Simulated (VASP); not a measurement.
Here is a VASP 6.6.1 calculation.

File INCAR:

```
  PREC = Accurate
  ENCUT = 520
  EDIFF = 1E-6
  ISMEAR = 0
  SIGMA = 0.1
  LREAL = F
  LASPH = T
  NELM = 60
  ALGO = Fast
  ISIF = 2
  LWAVE = F
  LCHARG = F
  GGA = PE
  NBANDS = 39
```

The input KPOINTS:

```
regular mesh
0
Gamma
  4 4 4
```

POSCAR

```
SrHf2
1.0
    5.7856965661      0.0000000000      0.0000000000
    0.0000000000      5.7856965661      0.0000000000
    0.0000000000      0.0000000000      5.9430441948
Sr Hf
2 4
Direct
    0.0000000000      0.0000000000      0.0000000000
    0.5000000000      0.5000000000      0.5000000000
    0.3403224362      0.3403224362      0.0000000000
    0.1596775638      0.8403224362      0.5000000000
    0.6596775638      0.6596775638      0.0000000000
    0.8403224362      0.1596775638      0.5000000000
```

Potentials or basis: VASP PAW PBE potentials, release 64 (Sr_sv, Hf_pv).

Run with:

```bash
$ cat potpaw_PBE.64/Sr_sv/POTCAR potpaw_PBE.64/Hf_pv/POTCAR > POTCAR
$ mpirun -np 1 vasp_std > vasp.out
```

Question: What does it give for the band gap on the k mesh?

Answer: Zero (band 30 reaches 2.58 eV, above the bottom of band 31 at 2.12 eV).

Question: Estimate the pressure.

Answer: 0.0 GPa.

Question: Predict the largest force.

Answer: 0.056 eV/Å.

Forces on the atoms (eV/Å):
```
Sr   0.000  0.000  0.000
Sr   0.000  0.000  0.000
Hf   0.039  0.039  0.000
Hf  -0.039  0.039  0.000
Hf  -0.039 -0.039  0.000
Hf   0.039 -0.039  0.000
```

Caveat: spin-orbit coupling is left out, which moves the levels of the heavy elements.
